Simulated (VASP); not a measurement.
A run of VASP 6.6.1 is set up as follows.

INCAR

```
ALGO = Normal
EDIFF = 1E-6
ENCUT = 520
GGA = PE
ISIF = 2
ISMEAR = 0
LASPH = True
LCHARG = False
LREAL = False
LWAVE = False
NBANDS = 16
NELM = 80
PREC = Accurate
SIGMA = 0.2
```

The input KPOINTS:

```
k-points
0
Gamma
  8 8 8
```

POSCAR

```
Si
1.0
   -1.3379909030     -1.6390064975      1.6390428857
   -3.9580615432      1.6148123181     -1.6179189133
    2.6494556799     -3.4850712860     -3.5066260172
Si
4
Direct
    0.1245398651      0.6248921446      0.7500023100
    0.6251496883      0.1249432234      0.7500036481
    0.3753251659      0.8751322795      0.2499976890
    0.8749852808      0.3750323527      0.2499963529
```

Potentials or basis: VASP PAW PBE potentials, release 64 (Si).

Run with:

```sh
$ cat potpaw_PBE.64/Si/POTCAR > POTCAR
$ mpirun -np 1 vasp_std > vasp.out
```

Question: What does it give for the band gap on the k mesh?

Answer: Zero (bands 8 and 9 overlap by 6.39 eV).

Question: Estimate the pressure.

Answer: -0.1 GPa.

Forces on the atoms (eV/Å):
```
Si  -0.002  0.000  0.000
Si   0.000  0.000  0.000
Si   0.002  0.000  0.000
Si  -0.001  0.000 -0.001
```
